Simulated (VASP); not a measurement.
Here is a VASP 6.6.1 calculation.

INCAR

```
SYSTEM = V
PREC = Accurate
ENCUT = 520
EDIFF = 1E-6
ISMEAR = -1
SIGMA = 0.1
LREAL = .False.
LASPH = .True.
NELM = 80
ALGO = Normal
ISIF = 2
LWAVE = .False.
LCHARG = .False.
GGA = B5
ALDAX = 1.0
AGGAX = 1.0
AGGAC = 1.0
ALDAC = 0.0
NBANDS = 12
```

KPOINTS

```
Automatic mesh
0
Gamma
  21 21 21
  0 0 0
```

Contents of POSCAR:

```
V
1.0
    2.4764549283      0.0000000000      0.0000000000
    0.0000000000      2.4764549283      0.0000000000
    0.0000000000      0.0000000000      2.4764549283
V
1
Direct
    0.0000000000      0.0000000000      0.0000000000
```

Potentials or basis: VASP PAW PBE potentials, release 64 (V_sv).

Launch:

```console
$ cat potpaw_PBE.64/V_sv/POTCAR > POTCAR
$ mpirun -np 1 vasp_std > vasp.out
```

Task: Estimate the pressure.

Result: 0.8 GPa.

Caveat: the PAW data sets were made with another functional, which shifts forces and pressure a little.
